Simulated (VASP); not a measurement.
Here is a VASP 6.6.1 calculation.

File POSCAR:

```
Ti
1.0
   -1.6258948694      1.6258948694      1.6258948694
    1.6258948694     -1.6258948694      1.6258948694
    1.6258948694      1.6258948694     -1.6258948694
Ti
1
Direct
    0.0000000000      0.0000000000      0.0000000000
```

File INCAR.step1:

```
SYSTEM = Ti
PREC = Accurate ; ENCUT = 520
ISMEAR = 0 ; SIGMA = 0.1
LREAL = .FALSE. ; LASPH = .TRUE.
NELM = 100 ; NBANDS = 12
GGA = PE ; ALGO = Normal
EDIFF = 1E-4 ; LWAVE = .TRUE.
LCHARG = .FALSE.
```

File INCAR.step2:

```
SYSTEM = Ti
PREC = Accurate ; ENCUT = 520
EDIFF = 1E-7 ; ISMEAR = 0
SIGMA = 0.1 ; LREAL = .FALSE.
LASPH = .TRUE. ; NELM = 100
ALGO = Normal ; ISIF = 2
LWAVE = .FALSE. ; LCHARG = .FALSE.
METAGGA = R2SCAN ; LMIXTAU = .TRUE.
NBANDS = 12 ; ISTART = 1
```

The input KPOINTS:

```
regular mesh
0
G
  18 18 18
  0 0 0
```

Potentials or basis: VASP PAW PBE potentials, release 64 (Ti_sv).

Command:

```console
$ cat potpaw_PBE.64/Ti_sv/POTCAR > POTCAR
$ cp INCAR.step1 INCAR
$ mpirun -np 1 vasp_std > vasp.out
$ cp INCAR.step2 INCAR
$ mpirun -np 1 vasp_std > vasp.out
```

(1) What does it give for the band gap on the k mesh?

(2) Predict the pressure.

## Answers

(1) zero (band 6 reaches 9.38 eV, above the bottom of band 7 at 7.54 eV).

(2) 0.4 GPa.

Caveat: the PAW data sets were made with another functional, which shifts forces and pressure a little.
